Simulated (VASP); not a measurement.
Input of a VASP 6.6.1 run:

Contents of INCAR:

```
SYSTEM = C
  PREC = Accurate
  ENCUT = 520
  EDIFF = 1E-6
  ISMEAR = 0
  SIGMA = 0.05
  LREAL = .False.
  LASPH = .True.
  NELM = 60
  ALGO = Normal
  ISIF = 2
  LWAVE = .False.
  LCHARG = .True.
  GGA = CA
  LELF = .True.
  LVHAR = .True.
  NBANDS = 26
```

File KPOINTS:

```
Automatic mesh
0
Gamma
  8 8 8
  0 0 0
```

File POSCAR:

```
C
1.0
   -2.4103983070      2.4103983070      2.4103983070
    2.4103983070     -2.4103983070      2.4103983070
    2.4103983070      2.4103983070     -2.4103983070
C
8
Direct
    0.2814675641     -0.0440035229     -0.0880070459
    0.6745289130      0.6745289130      0.6745289130
    0.0000000000      0.3254710870      0.0000000000
    0.0000000000      0.0000000000      0.3254710870
    0.0000000000      0.6745289130      0.0000000000
    0.3254710870      0.3254710870      0.3254710870
    0.6745289130      0.0000000000      0.0000000000
    0.0000000000      0.0000000000      0.6745289130
```

Potentials or basis: VASP PAW LDA potentials, release 64 (C).

The run is started by

```console
$ cat potpaw_LDA.64/C/POTCAR > POTCAR
$ mpirun -np 1 vasp_std > vasp.out
```

Task: Predict the pressure.

Result: 5.1 GPa.

Task: Predict the band gap on the k mesh.

Result: 1.12 eV (least direct gap 2.34 eV).

Task: Predict the largest force.

Result: 10.439 eV/Å.

Forces on the atoms (eV/Å):
```
C    3.581  9.802 -0.273
C   -0.566 -0.558 -0.388
C   -0.341 -0.256  0.087
C   -0.423 -0.635  0.193
C   -0.706 -0.577  0.173
C   -0.520 -0.487 -0.034
C   -0.861 -1.990 -0.023
C   -0.165 -5.300  0.265
```

Caveat: the cell differs from its parent crystal (atom 1 (C) moved -0.300 Å along Cartesian [1 1 0]); the cell stands under pressure; forces of over 1 eV/Å act on the atoms, so gaps and moduli don't describe the material at rest. A k mesh can miss the band edges.
